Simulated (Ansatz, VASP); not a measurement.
W: VASP beside Ansatz

```
W
1.0
    -1.56769    1.56769    1.56769
     1.56769   -1.56769    1.56769
     1.56769    1.56769   -1.56769
W
1
Direct
  0.00000 0.00000 0.00000
```

Alike in both runs: task single point; functional LDA; k mesh 14 × 14 × 14; occupations fermi-dirac, width 1 eV; no spin polarisation.

```csv
,VASP,Ansatz
version,VASP 6.6.1,Ansatz 0.2.0
potentials or method,"VASP PAW LDA potentials, release 64 (W_sv), cutoff 520 eV","plane waves (420 eV) with PAW, scalar-relativistic"
valence electrons in the cell,14,14
```

|  | VASP | Ansatz | Ansatz less VASP |
| --- | --- | --- | --- |
| pressure (GPa) | 18.1 | 16.1 | -1.97 |

Ansatz warns that its potentials were made for another functional, while VASP's fit it. LDA's correlation is that of Perdew and Zunger in VASP and of Perdew and Wang (1992) in Ansatz.

Neither program's run includes spin-orbit coupling.
